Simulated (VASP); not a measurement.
# HfB (Fm-3m) in VASP: notebook

HfB is run at these levels: PBE; tasks: single point, relaxation of the atoms.

Everything below comes from runs of VASP 6.6.1. Logs are shortened: lines on timing, memory, paths and dates and some standing lists are left out, and cuts for length are marked.

### 1 The cell of the first run

It takes space group Fm-3m (No. 225, cubic). Conventional cell: a = 4.620 Å, b = 4.620 Å, c = 4.620 Å, α = 90.00°, β = 90.00°, γ = 90.00°. Within 3.1 Å of Hf (site symmetry m-3m) lie 6 B at 2.31 Å. Within 3.1 Å of B (site symmetry m-3m) lie 6 Hf at 2.31 Å.

### 2 Single point, PBE

INCAR reads:

```
SYSTEM = HfB
ALGO     = Normal         ! electronic algorithm
EDIFF    = 1E-6           ! SCF threshold, eV
ENCUT    = 500            ! plane-wave cutoff, eV
GGA      = PE             ! functional
GGA_COMPAT= .FALSE.      
ISIF     = 2              ! what is computed and relaxed
ISMEAR   = 0              ! smearing method
ISYM     = 0            
LASPH    = .TRUE.         ! aspherical terms in the spheres
LCHARG   = .FALSE.        ! write CHGCAR
LREAL    = .FALSE.        ! projectors in reciprocal space
LWAVE    = .FALSE.        ! write WAVECAR
NBANDS   = 14             ! bands
NELM     = 120            ! most SCF steps
PREC     = Accurate       ! precision mode
SIGMA    = 0.1            ! smearing width, eV
```

KPOINTS reads:

```
k-points
0
G
  6 4 7
  0 0 0
```

POSCAR reads:

```
HfB
1.0
    0.0000000000      2.3100000000      2.3100000000
    2.3100000000      0.0000000000      2.3100000000
    2.3100000000      2.3100000000      0.0000000000
Hf B
1 1
Direct
    0.5000000000      0.5000000000      0.5000000000
    0.0000000000      0.0000000000      0.0000000000
```

Potentials or basis: VASP PAW PBE potentials, release 64 (Hf_pv, B).

Launch:

```
$ cat potpaw_PBE.64/Hf_pv/POTCAR potpaw_PBE.64/B/POTCAR > POTCAR
$ mpirun -np 1 vasp_std > vasp.out
```

OUTCAR:

```text
SYSTEM = HfB
   EDIFF = 1E-6
   ENCUT = 500
   GGA = PE
   ISIF = 2
   ISMEAR = 0
   ISYM = 0
   LASPH = .TRUE.
   LREAL = .FALSE.
   NELM = 120
   PREC = Accurate

 ion  position               nearest neighbor table
   1  0.500  0.500  0.500-   2 2.31   2 2.31   2 2.31   2 2.31   2 2.31   2 2.31
   2  0.000  0.000  0.000-   1 2.31   1 2.31   1 2.31   1 2.31   1 2.31   1 2.31

IMPORTANT INFORMATION: All symmetrisations will be switched off!
NOSYMM: (Re-)initialisation of all symmetry stuff for point group C_1.

----------------------------------------------------------------------------------------

                                     Primitive cell

  volume of cell :      24.6528

  direct lattice vectors                    reciprocal lattice vectors
     0.000000000  2.310000000  2.310000000    -0.216450216  0.216450216  0.216450216
     2.310000000  0.000000000  2.310000000     0.216450216 -0.216450216  0.216450216
     2.310000000  2.310000000  0.000000000     0.216450216  0.216450216 -0.216450216

  length of vectors
     3.266833329  3.266833329  3.266833329     0.374902772  0.374902772  0.374902772

  position of ions in fractional coordinates (direct lattice)
     0.500000000  0.500000000  0.500000000
     0.000000000  0.000000000  0.000000000

  ion indices of the primitive-cell ions
   primitive index   ion index
                 1           1
                 2           2

----------------------------------------------------------------------------------------

 KPOINTS: k-points

Automatic generation of k-mesh.
 Grid dimensions read from file:
 generate k-points for:    6    4    7

 Generating k-lattice:

  Cartesian coordinates                     Fractional coordinates (reciprocal lattice)
    -0.036075036  0.036075036  0.036075036     0.166666667  0.000000000  0.000000000
     0.054112554 -0.054112554  0.054112554     0.000000000  0.250000000  0.000000000
     0.030921459  0.030921459 -0.030921459     0.000000000  0.000000000  0.142857143

  Length of vectors
     0.062483795  0.093725693  0.053557539

  Shift w.r.t. Gamma in fractional coordinates (k-lattice)
     0.000000000  0.000000000  0.000000000

 -----------------------------------------------------------------------------
|                                                                             |
|           W    W    AA    RRRRR   N    N  II  N    N   GGGG   !!!           |
|           W    W   A  A   R    R  NN   N  II  NN   N  G    G  !!!           |
|           W    W  A    A  R    R  N N  N  II  N N  N  G       !!!           |
|           W WW W  AAAAAA  RRRRR   N  N N  II  N  N N  G  GGG   !            |
|           WW  WW  A    A  R   R   N   NN  II  N   NN  G    G                |
|           W    W  A    A  R    R  N    N  II  N    N   GGGG   !!!           |
|                                                                             |
|     Your reciprocal lattice and k-lattice belong to different lattice       |
|     classes:                                                                |
|                                                                             |
|        The reciprocal lattice is body-centered cubic,                       |
|        whereas your k-lattice is triclinic.                                 |
|                                                                             |
|     Results are often still useful ...                                      |
|                                                                             |
 -----------------------------------------------------------------------------

 WARNING: IBZKPT: internal override: KBLOWUP is changed to .FALSE.
      ... skipping the blow-up phase ...

 Subroutine IBZKPT returns following result:
 ===========================================

 Found     86 irreducible k-points:

 Following reciprocal coordinates:
            Coordinates               Weight
  0.000000  0.000000  0.000000      1.000000
  0.166667  0.000000  0.000000      2.000000
  0.333333  0.000000  0.000000      2.000000
  0.500000  0.000000  0.000000      1.000000
  0.000000  0.250000  0.000000      2.000000
  0.166667  0.250000  0.000000      2.000000
[... 16 lines left out ...]
  0.333333  0.250000  0.142857      2.000000
  0.500000  0.250000  0.142857      2.000000
 [... further k-points ...]
   k-points           NKPTS =     86   k-points in BZ     NKDIM =     86   number of bands    NBANDS=     14
   number of dos      NEDOS =    301   number of ions     NIONS =      2
   total plane-waves  NPLWV =  13824
   dimension x,y,z NGX =    24 NGY =   24 NGZ =   24
   dimension x,y,z NGXF=    48 NGYF=   48 NGZF=   48
   ions per type =               1   1
   NGX,Y,Z   is equivalent  to a cutoff of  12.21, 12.21, 12.21 a.u.
   NGXF,Y,Z  is equivalent  to a cutoff of  24.43, 24.43, 24.43 a.u.
 SYSTEM =  HfB
   PREC   = accura    normal or accurate (medium, high low for compatibility)
   ISTART =      0    job   : 0-new  1-cont  2-samecut
   ICHARG =      2    charge: 1-file 2-atom 10-const
   ISPIN  =      1    spin polarized calculation?
   LNONCOLLINEAR =      F non collinear calculations
   LSORBIT =      F    spin-orbit coupling
   LASPH  =      T    aspherical Exc in radial PAW
   ENCUT  =  500.0 eV  36.75 Ry    6.06 a.u.   5.96  5.96  5.96*2*pi/ulx,y,z
   NELM   =    120;   NELMIN=  2; NELMDL= -5     # of ELM steps
   EDIFF  = 0.1E-05   stopping-criterion for ELM
   LREAL  =      F    real-space projection
   EDIFFG = 0.1E-04   stopping-criterion for IOM
   NSW    =      0    number of steps for IOM
   IBRION =     -1    ionic relax: 0-MD 1-quasi-New 2-CG
   NFREE  =      0    steps in history (QN), initial steepest desc. (CG)
   ISIF   =      2    stress and relaxation
   ISYM   =      0    0-nonsym 1-usesym 2-fastsym
   POTIM  = 0.5000    time-step for ionic-motion
   TEBEG  =    0.0;   TEEND  =   0.0 temperature during run
   PSTRESS=    0.0 pullay stress
   NELECT =      13.0000    total number of electrons
   NUPDOWN=      -1.0000    fix difference up-down
   EMIN   =  10.00;   EMAX   =-10.00  energy-range for DOS
   EFERMI =   0.00;   METHOD = LEGACY
   ISMEAR =     0;   SIGMA  =   0.10  broadening in eV -4-tet -1-fermi 0-gaus
   EFERMI_NEDOS =   21; number of points for ismear=-14 and -15
   IALGO  =     38    algorithm
   IMIX   =      4    mixing-type and parameters
     AMIX     =   0.40;   BMIX     =  1.00
     AMIX_MAG =   1.60;   BMIX_MAG =  1.00
  volume/ion in A,a.u.               =      12.33        83.18
  Fermi-wavevector in a.u.,A,eV,Ry     =   1.322617  2.499383 23.800871  1.749315
  Thomas-Fermi vector in A             =   2.452285
   LORBIT       =      0    0 simple, 1 ext, 2 COOP (PROOUT), +10 PAW based schemes
   GGA     = PE    functional components
   LHFCALC =     F    Hartree Fock is set to
   AEXX    =    0.0000 exact exchange contribution
   IVDW    =     0    specifies the selected vdW correction
   LEPSILON=     F    determine dielectric tensor
   LRPA    =     F    only Hartree local field effects (RPA)
 non-spin polarized calculation
 Gauss-broadening in eV      SIGMA  =   0.10
  energy-cutoff  :      500.00
  volume of cell :       24.65
 maximum number of plane-waves:       637
   NGX = 11   NGY = 11   NGZ = 11

 number of electron      13.0000002 magnetization

 Free energy of the ion-electron system (eV)
  ---------------------------------------------------
  ext. energy  EPLUGINS =         0.00000000
  ---------------------------------------------------
  free energy    TOTEN  =       -17.15988179 eV

  energy without entropy =      -17.15431004  energy(sigma->0) =      -17.15709592

 E-fermi :   5.0952     XC(G=0): -12.3026

 val. band max:        5.0944773002   @ k =   0.0000   0.2500   0.0000
 cond. band min:       5.0994635986   @ k =   0.0000   0.2500   0.0000
 fundamental gap:      0.0049862985
 Fermi energy:         5.0951666986

 k-point     1 :       0.0000    0.0000    0.0000
  band No.  band energies     occupation
      1     -23.1773      2.00000
      2     -23.1763      2.00000
      3     -23.1696      2.00000
      4      -4.4448      2.00000
      5       7.3242      0.00000
      6       7.3255      0.00000
      7       7.3293      0.00000
      8       9.0848      0.00000
      9       9.0897      0.00000
     10       9.0963      0.00000
     11       9.3510      0.00000
     12       9.3543      0.00000
     13      16.8014      0.00000
     14      18.1428      0.00000

 k-point     2 :       0.1667    0.0000    0.0000
  band No.  band energies     occupation
      1     -23.3659      2.00000
      2     -23.1961      2.00000
      3     -23.1933      2.00000
      4      -3.6677      2.00000
      5       5.4116      0.00001
      6       6.0911      0.00000
      7       6.0942      0.00000
      8       8.3539      0.00000
      9       8.3575      0.00000
     10       9.8951      0.00000
     11      12.9062      0.00000
     12      12.9093      0.00000
     13      18.6284      0.00000
     14      18.8978      0.00000

 k-point     3 :       0.3333    0.0000    0.0000
  band No.  band energies     occupation
      1     -23.7309      2.00000
      2     -23.2350      2.00000
      3     -23.2323      2.00000
      4      -1.7484      2.00000
      5       2.9261      2.00000
      6       4.3560      2.00000
      7       4.3595      2.00000
      8      10.1917      0.00000
      9      10.1959      0.00000
     10      10.8450      0.00000
     11      16.9689      0.00000
     12      16.9716      0.00000
     13      17.0088      0.00000
     14      20.2982      0.00000
[... 324 lines left out ...]
 k-point    23 :       0.3333    0.2500    0.1429
  band No.  band energies     occupation
      1     -23.5635      2.00000
      2     -23.3097      2.00000
      3     -23.2379      2.00000
      4      -2.3640      2.00000
      5       3.4982      2.00000
      6       4.7841      1.99999
      7       5.4240      0.00000
      8       7.9715      0.00000
      9      10.6187      0.00000
     10      11.7148      0.00000
     11      13.1121      0.00000
     12      16.5523      0.00000
     13      19.1840      0.00000
     14      20.2970      0.00000

 k-point    24 :       0.5000    0.2500    0.1429
  band No.  band energies     occupation
      1     -23.7343      2.00000
      2     -23.4368      2.00000
      3     -23.2850      2.00000
      4      -0.6936      2.00000
      5       2.1023      2.00000
      6       4.0205      2.00000
      7       4.5160      2.00000
      8       9.3741      0.00000
      9      11.9568      0.00000
     10      12.4011      0.00000
     11      14.3762      0.00000
     12      16.9276      0.00000
     13      19.6892      0.00000
     14      20.2811      0.00000

 [... further k-points ...]
[... 5 lines left out ...]
  --------------------------------------------------------------------------------------
  -------------------------------------------------------------------------------------
  Total        4.8642011      4.6618510      4.6899646     -0.0682946      0.1048186     -0.2798142
  in kB      316.1230531    302.9723766    304.7994742     -4.4384484      6.8121318    -18.1850476
  external PRESSURE =     307.9649680 kB  Pullay stress =       0.0000000 kB

 VOLUME and BASIS-vectors are now :
 -----------------------------------------------------------------------------
  energy-cutoff  :      500.00
  volume of cell :       24.65
      direct lattice vectors                 reciprocal lattice vectors
     0.000000000  2.310000000  2.310000000    -0.216450216  0.216450216  0.216450216
     2.310000000  0.000000000  2.310000000     0.216450216 -0.216450216  0.216450216
     2.310000000  2.310000000  0.000000000     0.216450216  0.216450216 -0.216450216

 POSITION                                       TOTAL-FORCE (eV/Angst)
 -----------------------------------------------------------------------------------
      2.31000      2.31000      2.31000         0.000000      0.000000      0.000000
      0.00000      0.00000      0.00000        -0.000000     -0.000000     -0.000000
 -----------------------------------------------------------------------------------
    total drift:                                0.000001      0.000000      0.000000

  FREE ENERGIE OF THE ION-ELECTRON SYSTEM (eV)
  ---------------------------------------------------
  free  energy   TOTEN  =       -17.1598817934 eV

  energy  without entropy=      -17.1543100378  energy(sigma->0) =      -17.15709592
```

Run time: 28 s. Hardware: 1 thread of Intel Xeon 8259CL, shared host; peak memory 0.16 GiB.

Results:

| Item | Value |
| --- | --- |
| Free energy | -17.1599 eV |
| Pressure | 30.8 GPa |
| Band gap on the k mesh | zero (an odd number of electrons rules out a gap without spin polarisation) |

Caveat: the k points lie up to 0.49 Å⁻¹ apart, too coarse for converged energies and pressures of a metal; spin-orbit coupling is left out, which moves the levels of the heavy elements.

### 3 Relaxation of the atoms, PBE

INCAR reads:

```
SYSTEM = HfB
  PREC = Accurate
  ENCUT = 450
  EDIFF = 1E-7
  ISMEAR = 0
  SIGMA = 0.1
  LREAL = .False.
  LASPH = .True.
  NELM = 120
  ALGO = Normal
  ISIF = 2
  LWAVE = .False.
  LCHARG = .False.
  GGA = PE
  IBRION = 2
  NSW = 50
  EDIFFG = -0.005
  GGA_COMPAT = .False.
  NELMIN = 4
```

KPOINTS reads:

```
Automatic mesh
0
Gamma
  6 6 6
  0 0 0
```

POSCAR reads:

```
HfB
1.0
    0.0000000000      2.3100000000      2.3100000000
    2.3100000000      0.0000000000      2.3100000000
    2.3100000000      2.3100000000      0.0000000000
Hf B
1 1
Direct
    1.3190000000      0.6200000000      1.3290000000
    0.8190000000      0.1200000000      0.8290000000
```

Potentials or basis: VASP PAW PBE potentials, release 64 (Hf_pv, B).

Launch:

```
$ cat potpaw_PBE.64/Hf_pv/POTCAR potpaw_PBE.64/B/POTCAR > POTCAR
$ mpirun -np 1 vasp_std > vasp.out
```

Run time: 5.7 s. Hardware: 1 thread of Intel Xeon 8259CL, shared host; peak memory 0.14 GiB.

The run converged. Its results:

| Property | Result |
| --- | --- |
| Free energy | -17.1729 eV |
| Pressure after relaxing | 30.7 GPa |
| Band gap on the k mesh | zero (an odd number of electrons rules out a gap without spin polarisation) |

Final structure:
```yaml
crystal:
  lattice:
    - [0.00000, 2.31000, 2.31000]
    - [2.31000, 0.00000, 2.31000]
    - [2.31000, 2.31000, 0.00000]
  atoms:
    - { symbol: Hf, position: [0.31900, 0.62000, 0.32900] }
    - { symbol: B, position: [0.81900, 0.12000, 0.82900] }
```

Levels at points of the mesh, in eV from the Fermi level:
```
           k point  band 3  band 4  band 5  band 6  band 7  band 8  band 9  band 10
(0.00, 0.00, 0.00)  -28.09   -9.36    2.41    2.41    2.41    4.17    4.17     4.17
(0.50, 0.00, 0.00)  -28.17   -4.81   -3.85   -1.16   -1.16    6.75    6.75     7.81
(0.50, 0.50, 0.00)  -28.35   -6.53   -0.89   -0.69    2.59    2.59    6.47     8.13
```

Caveat: the k points lie up to 0.39 Å⁻¹ apart, too coarse for converged energies and pressures of a metal; the relaxation stopped at its first step, so nothing moved; spin-orbit coupling is left out, which moves the levels of the heavy elements.
